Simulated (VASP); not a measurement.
Wanted: the native input for a VASP 6.6.1 run.

* Task: single point
* Functional: HSE06
* Potentials or basis: VASP PAW PBE potentials, release 64 (Na_pv, Cl)
* Cutoff: 520 eV
* k mesh: 6 × 6 × 6
* Occupations: gaussian, width 0.01 eV
* Spin: no spin polarisation
* Dipole correction: no
* Grid for exact exchange (PRECFOCK): Normal
* Further INCAR settings: ALGO = Normal; EDIFF = 1e-06; NBANDS = 14
* Screening parameter: 0.2079 1/Å

The system is NaCl.

```
Na Cl
1.0
     0.00000    2.71862    2.83781
     2.71862    0.00000    2.83781
     2.71862    2.71862    0.00000
Na Cl
1 1
Direct
  0.00000 0.00000 0.00000
  0.50000 0.50000 0.50000
```

This cell differs from its parent crystal: epitaxial xy strain -3.0%.

The input as run:

POSCAR

```
NaCl
1.0
    0.0000000000      2.7186178739      2.8378127222
    2.7186178739      0.0000000000      2.8378127222
    2.7186178739      2.7186178739      0.0000000000
Na Cl
1 1
Direct
    0.0000000000      0.0000000000      0.0000000000
    0.5000000000      0.5000000000      0.5000000000
```

INCAR.step1

```
PREC = Accurate
ENCUT = 520
EDIFF = 1E-5
ISMEAR = 0
SIGMA = 0.01
LREAL = F
LASPH = T
NELM = 100
ALGO = Normal
ISIF = 2
LWAVE = T
NBANDS = 14
GGA = PE
```

INCAR.step2

```
PREC = Accurate
ENCUT = 520
EDIFF = 1E-6
ISMEAR = 0
SIGMA = 0.01
LREAL = F
LASPH = T
NELM = 100
ALGO = Normal
ISIF = 2
LWAVE = F
LCHARG = T
GGA = PE
LHFCALC = T
HFSCREEN = 0.2079
PRECFOCK = Normal
LELF = T
LVHAR = T
NBANDS = 14
ISTART = 1
```

KPOINTS

```
regular mesh
0
Gamma
  6 6 6
```

Potentials or basis: VASP PAW PBE potentials, release 64 (Na_pv, Cl).

Launch:

```bash
$ cat potpaw_PBE.64/Na_pv/POTCAR potpaw_PBE.64/Cl/POTCAR > POTCAR
$ cp INCAR.step1 INCAR
$ mpirun -np 1 vasp_std > vasp.out
$ cp INCAR.step2 INCAR
$ mpirun -np 1 vasp_std > vasp.out
```

It gave:

| Property | Result |
| --- | --- |
| Pressure | 2.4 GPa |
| Band gap on the k mesh | 6.75 eV, direct |

Caveat: the cell differs from its parent crystal (epitaxial xy strain -3.0%); the PAW data sets were made with another functional, which shifts forces and pressure a little.

Run time: 86 min on 1 thread of AMD EPYC 7R13 Processor (Zen 3), on a shared host, peak memory 0.25 GiB.
